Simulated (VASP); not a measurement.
# YGe3Sb (Pm-3m) in VASP: further runs, part 2 of 2

VASP 6.6.1.

## 3. Relaxation of cell and atoms, PBE

This run uses another cell than the first one, of 20.44 Å³/atom, 0.725 times its volume.

Contents of INCAR:

```
PREC = Accurate
ENCUT = 600
EDIFF = 1E-6
ISMEAR = 0
SIGMA = 0.1
LREAL = False
LASPH = True
NELM = 60
ALGO = Normal
ISIF = 3
LWAVE = False
LCHARG = False
GGA = PE
IBRION = 2
NSW = 90
EDIFFG = -0.04
```

Contents of KPOINTS:

```
regular mesh
0
Gamma
  4 4 4
```

Contents of POSCAR:

```
YGe3Sb
1.0
    4.6752294823      0.0000000000      0.0000000000
    0.0000000000      4.6752294823      0.0000000000
    0.0000000000      0.0000000000      4.6752294823
Y Ge Sb
1 3 1
Direct
    0.0000000000      0.0000000000      0.0000000000
    0.0000000000      0.5000000000      0.5000000000
    0.5000000000      0.0000000000      0.5000000000
    0.5000000000      0.5000000000      0.0000000000
    0.5000000000      0.5000000000      0.5000000000
```

Potentials or basis: VASP PAW PBE potentials, release 64 (Y_sv, Ge_d, Sb).

Run with:

```
cat potpaw_PBE.64/Y_sv/POTCAR potpaw_PBE.64/Ge_d/POTCAR potpaw_PBE.64/Sb/POTCAR > POTCAR
mpirun -np 1 vasp_std > vasp.out
```

OUTCAR:

```text
PREC = Accurate
   ENCUT = 600
   EDIFF = 1E-6
   ISMEAR = 0
   LREAL = False
   LASPH = True
   NELM = 60
   ISIF = 3
   GGA = PE
   IBRION = 2
   NSW = 90
   EDIFFG = -0.04

 ion  position               nearest neighbor table
   1  0.000  0.000  0.000-   2 3.31   3 3.31   4 3.31   2 3.31   3 3.31   2 3.31   4 3.31   2 3.31
                             3 3.31   4 3.31   3 3.31   4 3.31   5 4.05   5 4.05   5 4.05   5 4.05
   2  0.000  0.500  0.500-   5 2.34   5 2.34   1 3.31   1 3.31   1 3.31   1 3.31
   3  0.500  0.000  0.500-   5 2.34   5 2.34   1 3.31   1 3.31   1 3.31   1 3.31
   4  0.500  0.500  0.000-   5 2.34   5 2.34   1 3.31   1 3.31   1 3.31   1 3.31
   5  0.500  0.500  0.500-   2 2.34   3 2.34   4 2.34   4 2.34   3 2.34   2 2.34   1 4.05   1 4.05
                             1 4.05   1 4.05   1 4.05   1 4.05   1 4.05   1 4.05

  LATTYP: Found a simple cubic cell.
 ALAT       =     4.6752294823

  Lattice vectors:

 A1 = (   4.6752294823,   0.0000000000,   0.0000000000)
 A2 = (   0.0000000000,   4.6752294823,   0.0000000000)
 A3 = (   0.0000000000,   0.0000000000,   4.6752294823)

Analysis of symmetry for initial positions (statically):
=====================================================================
 Subroutine PRICEL returns:
 Original cell was already a primitive cell.

 Routine SETGRP: Setting up the symmetry group for a
 simple cubic supercell.

 Subroutine GETGRP returns: Found 48 space group operations
 (whereof 48 operations were pure point group operations)
 out of a pool of 48 trial point group operations.

The static configuration has the point symmetry O_h .

Analysis of symmetry for dynamics (positions and initial velocities):
=====================================================================
 Subroutine PRICEL returns:
 Original cell was already a primitive cell.

 Routine SETGRP: Setting up the symmetry group for a
 simple cubic supercell.

 Subroutine GETGRP returns: Found 48 space group operations
 (whereof 48 operations were pure point group operations)
 out of a pool of 48 trial point group operations.

The dynamic configuration has the point symmetry O_h .

 Subroutine INISYM returns: Found 48 space group operations
 (whereof 48 operations are pure point group operations),
 and found     1 'primitive' translations

----------------------------------------------------------------------------------------

                                     Primitive cell

  volume of cell :     102.1901

  direct lattice vectors                    reciprocal lattice vectors
     4.675229482  0.000000000  0.000000000     0.213893244  0.000000000  0.000000000
     0.000000000  4.675229482  0.000000000     0.000000000  0.213893244  0.000000000
     0.000000000  0.000000000  4.675229482     0.000000000  0.000000000  0.213893244

  length of vectors
     4.675229482  4.675229482  4.675229482     0.213893244  0.213893244  0.213893244

  position of ions in fractional coordinates (direct lattice)
     0.000000000  0.000000000  0.000000000
     0.000000000  0.500000000  0.500000000
     0.500000000  0.000000000  0.500000000
     0.500000000  0.500000000  0.000000000
     0.500000000  0.500000000  0.500000000

  ion indices of the primitive-cell ions
   primitive index   ion index
                 1           1
                 2           2
                 3           3
                 4           4
                 5           5

----------------------------------------------------------------------------------------

 KPOINTS: regular mesh

Automatic generation of k-mesh.
 Grid dimensions read from file:
 generate k-points for:    4    4    4

 Generating k-lattice:

  Cartesian coordinates                     Fractional coordinates (reciprocal lattice)
     0.053473311  0.000000000  0.000000000     0.250000000  0.000000000  0.000000000
     0.000000000  0.053473311  0.000000000     0.000000000  0.250000000  0.000000000
     0.000000000  0.000000000  0.053473311     0.000000000  0.000000000  0.250000000

  Length of vectors
     0.053473311  0.053473311  0.053473311

  Shift w.r.t. Gamma in fractional coordinates (k-lattice)
     0.000000000  0.000000000  0.000000000

 Subroutine IBZKPT returns following result:
 ===========================================

 Found     10 irreducible k-points:

 Following reciprocal coordinates:
            Coordinates               Weight
  0.000000  0.000000  0.000000      1.000000
  0.250000  0.000000  0.000000      6.000000
  0.500000  0.000000  0.000000      3.000000
  0.250000  0.250000  0.000000     12.000000
  0.500000  0.250000  0.000000     12.000000
  0.500000  0.500000  0.000000      3.000000
  0.250000  0.250000  0.250000      8.000000
  0.500000  0.250000  0.250000     12.000000
  0.500000  0.500000  0.250000      6.000000
  0.500000  0.500000  0.500000      1.000000
   k-points           NKPTS =     10   k-points in BZ     NKDIM =     10   number of bands    NBANDS=     34
   number of dos      NEDOS =    301   number of ions     NIONS =      5
   total plane-waves  NPLWV =  64000
   dimension x,y,z NGX =    40 NGY =   40 NGZ =   40
   dimension x,y,z NGXF=    80 NGYF=   80 NGZF=   80
   ions per type =               1   3   1
   NGX,Y,Z   is equivalent  to a cutoff of  14.22, 14.22, 14.22 a.u.
   NGXF,Y,Z  is equivalent  to a cutoff of  28.45, 28.45, 28.45 a.u.
 SYSTEM =  unknown system
   PREC   = accura    normal or accurate (medium, high low for compatibility)
   ISTART =      0    job   : 0-new  1-cont  2-samecut
   ICHARG =      2    charge: 1-file 2-atom 10-const
   ISPIN  =      1    spin polarized calculation?
   LNONCOLLINEAR =      F non collinear calculations
   LSORBIT =      F    spin-orbit coupling
   LASPH  =      T    aspherical Exc in radial PAW
   ENCUT  =  600.0 eV  44.10 Ry    6.64 a.u.   9.34  9.34  9.34*2*pi/ulx,y,z
   NELM   =     60;   NELMIN=  2; NELMDL= -5     # of ELM steps
   EDIFF  = 0.1E-05   stopping-criterion for ELM
   LREAL  =      F    real-space projection
   EDIFFG = -.4E-01   stopping-criterion for IOM
   NSW    =     90    number of steps for IOM
   IBRION =      2    ionic relax: 0-MD 1-quasi-New 2-CG
   NFREE  =      1    steps in history (QN), initial steepest desc. (CG)
   ISIF   =      3    stress and relaxation
   ISYM   =      2    0-nonsym 1-usesym 2-fastsym
   POTIM  = 0.5000    time-step for ionic-motion
   TEBEG  =    0.0;   TEEND  =   0.0 temperature during run
   PSTRESS=    0.0 pullay stress
   NELECT =      58.0000    total number of electrons
   NUPDOWN=      -1.0000    fix difference up-down
   EMIN   =  10.00;   EMAX   =-10.00  energy-range for DOS
   EFERMI =   0.00;   METHOD = LEGACY
   ISMEAR =     0;   SIGMA  =   0.10  broadening in eV -4-tet -1-fermi 0-gaus
   EFERMI_NEDOS =   21; number of points for ismear=-14 and -15
   IALGO  =     38    algorithm
   IMIX   =      4    mixing-type and parameters
     AMIX     =   0.40;   BMIX     =  1.00
     AMIX_MAG =   1.60;   BMIX_MAG =  1.00
  volume/ion in A,a.u.               =      20.44       137.92
  Fermi-wavevector in a.u.,A,eV,Ry     =   1.355443  2.561416 24.996970  1.837225
  Thomas-Fermi vector in A             =   2.482530
   LORBIT       =      0    0 simple, 1 ext, 2 COOP (PROOUT), +10 PAW based schemes
   GGA     = PE    functional components
   LHFCALC =     F    Hartree Fock is set to
   AEXX    =    0.0000 exact exchange contribution
   IVDW    =     0    specifies the selected vdW correction
   LEPSILON=     F    determine dielectric tensor
   LRPA    =     F    only Hartree local field effects (RPA)
 conjugate gradient relaxation of ions
 non-spin polarized calculation
 Gauss-broadening in eV      SIGMA  =   0.10
  energy-cutoff  :      600.00
  volume of cell :      102.19
 maximum number of plane-waves:      3448
 NGX is ok and might be reduce to    40
   NGX = 19   NGY = 19   NGZ = 19

--------------------------------------- Ionic step        1  -------------------------------------------

 number of electron      57.9999987 magnetization

 Free energy of the ion-electron system (eV)
  ---------------------------------------------------
  ext. energy  EPLUGINS =         0.00000000
  ---------------------------------------------------
  free energy    TOTEN  =       -18.30109545 eV

  energy without entropy =      -18.28193501  energy(sigma->0) =      -18.29151523

 E-fermi :   7.2692     XC(G=0): -10.9696

 val. band max:        7.2080142844   @ k =   0.2500   0.2500   0.0000
 cond. band min:       7.3384308564   @ k =   0.5000   0.2500   0.0000
 fundamental gap:      0.1304165720
 Fermi energy:         7.2691774558

 k-point     1 :       0.0000    0.0000    0.0000
  band No.  band energies     occupation
      1     -36.0119      2.00000
      2     -17.4654      2.00000
      3     -17.3119      2.00000
      4     -17.3119      2.00000
      5     -17.2682      2.00000
      6     -17.2682      2.00000
[... 434 lines left out ...]
  energy  without entropy=      -20.1958776788  energy(sigma->0) =      -20.21599122

--------------------------------------- Ionic step        3  -------------------------------------------

 number of electron      58.0000077 magnetization

 Free energy of the ion-electron system (eV)
  ---------------------------------------------------
  ext. energy  EPLUGINS =         0.00000000
  ---------------------------------------------------
  free energy    TOTEN  =       -21.48295265 eV

  energy without entropy =      -21.45456547  energy(sigma->0) =      -21.46875906

 E-fermi :   4.4244     XC(G=0):  -9.5105

 val. band max:        4.3086468799   @ k =   0.2500   0.0000   0.0000
 cond. band min:       4.4272314410   @ k =   0.5000   0.2500   0.0000
 fundamental gap:      0.1185845611
 Fermi energy:         4.4243750448

 k-point     1 :       0.0000    0.0000    0.0000
  band No.  band energies     occupation
      1     -39.8795      2.00000
      2     -20.1650      2.00000
      3     -20.1281      2.00000
      4     -20.1281      2.00000
      5     -20.1001      2.00000
      6     -20.1001      2.00000
[... 391 lines left out ...]
  FREE ENERGIE OF THE ION-ELECTRON SYSTEM (eV)
  ---------------------------------------------------
  free  energy   TOTEN  =       -21.4829526515 eV

  energy  without entropy=      -21.4545654717  energy(sigma->0) =      -21.46875906

 reached required accuracy - stopping structural energy minimisation
```

CONTCAR:

```text
YGe3Sb
   1.00000000000000
     5.2129397119138430   -0.0000000000000000   -0.0000000000000000
    -0.0000000000000000    5.2129397119138430   -0.0000000000000000
     0.0000000000000000   -0.0000000000000000    5.2129397119138430
  Y               Ge              Sb
     1     3     1
Direct
     0.0000000000000000    0.0000000000000000    0.0000000000000000
     0.0000000000000000    0.5000000000000000    0.5000000000000000
     0.5000000000000000    0.0000000000000000    0.5000000000000000
     0.5000000000000000    0.5000000000000000    0.0000000000000000
     0.5000000000000000    0.5000000000000000    0.5000000000000000

  0.00000000E+00  0.00000000E+00  0.00000000E+00
  0.00000000E+00  0.00000000E+00  0.00000000E+00
  0.00000000E+00  0.00000000E+00  0.00000000E+00
  0.00000000E+00  0.00000000E+00  0.00000000E+00
  0.00000000E+00  0.00000000E+00  0.00000000E+00
```

Wall time 2 min (1 thread of Intel Xeon 6975P-C (Granite Rapids), shared host); peak memory 0.27 GiB.

What came out:

| Quantity | Value |
| --- | --- |
| Free energy | -21.4830 eV |
| Relaxed volume | 28.33 Å³/atom |
| Relaxed cell | a = 5.213 Å, b = 5.213 Å, c = 5.213 Å, α = 90.00°, β = 90.00°, γ = 90.00° |
| Space group after relaxing (to 0.05 Å) | Pm-3m (No. 221) |
| Energy gained by relaxing | 636.4 meV/atom |
| Ionic steps | 3 |
| Pressure after relaxing | -0.2 GPa |
| Band gap on the k mesh | zero (band 29 reaches 5.88 eV, above the bottom of band 30 at 4.24 eV) |

The path:
```tsv
step	energy change (eV)	largest force (eV/Å)	pressure (GPa)	volume (Å³)
1	0.0000	0.0000	34.82	102.19
2	-1.9350	0.0000	-7.48	182.96
3	-3.1819	0.0000	-0.19	141.66
```

Final structure:
```xyz
5
Lattice="5.2129 0.0000 0.0000 0.0000 5.2129 0.0000 0.0000 0.0000 5.2129" Properties=species:S:1:pos:R:3 pbc="T T T"
Y     0.0000    0.0000    0.0000
Ge    0.0000    2.6065    2.6065
Ge    2.6065    0.0000    2.6065
Ge    2.6065    2.6065    0.0000
Sb    2.6065    2.6065    2.6065
```

Levels at points of the mesh, in eV from the Fermi level:
```tsv
k point	band 25	band 26	band 27	band 28	band 29	band 30	band 31	band 32	band 33	band 34
(0.00, 0.00, 0.00)	-5.06	-4.63	0.80	0.80	0.80	0.90	0.90	0.90	1.03	1.03
(0.50, 0.00, 0.00)	-4.84	-1.53	-1.10	-0.61	-0.61	0.05	0.05	0.92	1.33	2.05
(0.50, 0.50, 0.00)	-3.40	-1.13	-1.13	-0.53	-0.53	1.27	1.37	1.46	1.89	4.38
(0.50, 0.50, 0.50)	-2.70	-2.70	0.44	1.45	1.45	1.45	1.89	2.20	2.20	2.20
```

Caveat: the volume moved by over 15 % at a fixed basis, so the end points are rough; spin-orbit coupling is left out, which moves the levels of the heavy elements.

## 4. Single point, PBE

This run uses another cell than the first one, of 28.97 Å³/atom, 1.028 times its volume.

Contents of INCAR:

```
  ALGO = Normal
  EDIFF = 1E-6
  ENCUT = 520
  GGA = PE
  ISIF = 2
  ISMEAR = 0
  LASPH = True
  LCHARG = True
  LELF = True
  LREAL = False
  LVHAR = True
  LWAVE = False
  NBANDS = 37
  NELM = 60
  PREC = Accurate
  SIGMA = 0.1
```

Contents of KPOINTS:

```
k-points
0
Gamma
  8 8 8
```

POSCAR: that of step 3 with these lines changed.

```diff
@@ -2,5 +2,5 @@
 1.0
-    4.6752294823      0.0000000000      0.0000000000
-    0.0000000000      4.6752294823      0.0000000000
-    0.0000000000      0.0000000000      4.6752294823
+    5.2516340072      0.0000000000      0.0000000000
+    0.0000000000      5.2516340072      0.0000000000
+    0.0000000000      0.0000000000      5.2516340072
 Y Ge Sb
```

Run with:

```
cat potpaw_PBE.64/Y_sv/POTCAR potpaw_PBE.64/Ge_d/POTCAR potpaw_PBE.64/Sb/POTCAR > POTCAR
mpirun -np 1 vasp_std > vasp.out
```

Wall time 2.4 min (1 thread of Intel Xeon 6975P-C (Granite Rapids), shared host); peak memory 0.35 GiB.

Results (log left out):

* Free energy: -21.1130 eV
* Pressure: 0.1 GPa
* Band gap on the k mesh: zero (band 29 reaches 5.63 eV, above the bottom of band 30 at 4.06 eV)

Levels at points of the mesh, in eV from the Fermi level:
```tsv
k point	band 27	band 28	band 29	band 30	band 31	band 32
(0.00, 0.00, 0.00)	0.72	0.72	0.72	0.83	0.83	0.83
(0.50, 0.00, 0.00)	-1.15	-0.65	-0.65	-0.02	-0.02	0.84
(0.50, 0.50, 0.00)	-1.16	-0.61	-0.61	1.22	1.24	1.27
(0.50, 0.50, 0.50)	0.30	1.30	1.30	1.35	1.35	1.35
```

Caveat: spin-orbit coupling is left out, which moves the levels of the heavy elements.

## 5. Relaxation of cell and atoms, PBE

Contents of INCAR:

```
SYSTEM = YGe3Sb
ALGO = Normal ; EDIFF = 1E-6
EDIFFG = -0.01 ; ENCUT = 600
GGA = PE ; IBRION = 2
ISIF = 3 ; ISMEAR = 0
LASPH = .TRUE. ; LCHARG = .FALSE.
LREAL = .FALSE. ; LWAVE = .FALSE.
NELM = 60 ; NSW = 100
PREC = Accurate ; SIGMA = 0.1
```

Contents of KPOINTS:

```
k-points
0
G
  8 8 8
  0 0 0
```

POSCAR: that of step 4 with these lines changed.

```diff
@@ -2,5 +2,5 @@
 1.0
-    5.2516340072      0.0000000000      0.0000000000
-    0.0000000000      5.2516340072      0.0000000000
-    0.0000000000      0.0000000000      5.2516340072
+    5.2037618101      0.0000000000      0.0000000000
+    0.0000000000      5.2037618101      0.0000000000
+    0.0000000000      0.0000000000      5.2037618101
 Y Ge Sb
```

Run with:

```
cat potpaw_PBE.64/Y_sv/POTCAR potpaw_PBE.64/Ge_d/POTCAR potpaw_PBE.64/Sb/POTCAR > POTCAR
mpirun -np 1 vasp_std > vasp.out
```

Run time: 5.8 min. Hardware: 1 thread of Intel Xeon 6975P-C (Granite Rapids), shared host; peak memory 0.42 GiB.

The run converged. Its results:

```
Free energy                            : -21.1127 eV
Relaxed volume                         : 29.01 Å³/atom
Relaxed cell                           : a = 5.254 Å, b = 5.254 Å, c = 5.254 Å, α = 90.00°, β = 90.00°, γ = 90.00°
Space group after relaxing (to 0.05 Å) : Pm-3m (No. 221)
Energy gained by relaxing              : 3.5 meV/atom
Ionic steps                            : 3
Pressure after relaxing                : 0.0 GPa
Band gap on the k mesh                 : zero (band 29 reaches 5.62 eV, above the bottom of band 30 at 4.05 eV)
```

The path:
```csv
step,energy change (eV),largest force (eV/Å),pressure (GPa),volume (Å³)
1,0.0000,0.0000,1.42,140.91
2,-0.0165,0.0000,-0.30,146.06
3,-0.0175,0.0000,-0.02,145.04
```

Final structure:
```
Y Ge Sb
1.0
     5.25404    0.00000    0.00000
     0.00000    5.25404    0.00000
     0.00000    0.00000    5.25404
Y Ge Sb
1 3 1
Cartesian
  0.0000 0.0000 0.0000
  0.0000 2.6270 2.6270
  2.6270 0.0000 2.6270
  2.6270 2.6270 0.0000
  2.6270 2.6270 2.6270
```

Levels at points of the mesh, in eV from the Fermi level:
| k point | band 25 | band 26 | band 27 | band 28 | band 29 | band 30 | band 31 | band 32 | band 33 | band 34 |
| --- | --- | --- | --- | --- | --- | --- | --- | --- | --- | --- |
| (0.00, 0.00, 0.00) | -4.95 | -4.70 | 0.72 | 0.72 | 0.72 | 0.83 | 0.83 | 0.83 | 0.90 | 0.90 |
| (0.50, 0.00, 0.00) | -4.73 | -1.62 | -1.15 | -0.64 | -0.64 | -0.02 | -0.02 | 0.84 | 1.20 | 1.96 |
| (0.50, 0.50, 0.00) | -3.40 | -1.16 | -1.16 | -0.61 | -0.61 | 1.22 | 1.24 | 1.27 | 1.31 | 1.81 |
| (0.50, 0.50, 0.50) | -2.71 | -2.71 | 0.30 | 1.30 | 1.30 | 1.35 | 1.35 | 1.35 | 1.73 | 1.73 |

Caveat: spin-orbit coupling is left out, which moves the levels of the heavy elements.

## 6. Summary

```tsv
task	cell	k mesh	cutoff (eV)	gap on the mesh (eV)	pressure (GPa)	relaxed volume (Å³/atom)
single point	a = 5.204 Å, 5 atoms	4 × 4 × 4	520	none	0.2	-
relaxation of cell and atoms	relaxed from a = 4.675 Å, 5 atoms	4 × 4 × 4	600	none	-0.2	28.33
single point	a = 5.252 Å, 5 atoms	8 × 8 × 8	520	none	0.1	-
relaxation of cell and atoms	relaxed from a = 5.204 Å, 5 atoms	8 × 8 × 8	600	none	0.0	29.01
```

Alike in all rows: level PBE; potentials or basis VASP PAW PBE potentials, release 64 (Y_sv, Ge_d, Sb); no spin polarisation; smearing gaussian 0.1 eV.

Caveats: spin-orbit coupling is left out, which moves the levels of the heavy elements; the volume moved by over 15 % at a fixed basis, so the end points are rough (some runs).

Absolute energies hang on the potentials; compare differences alone.
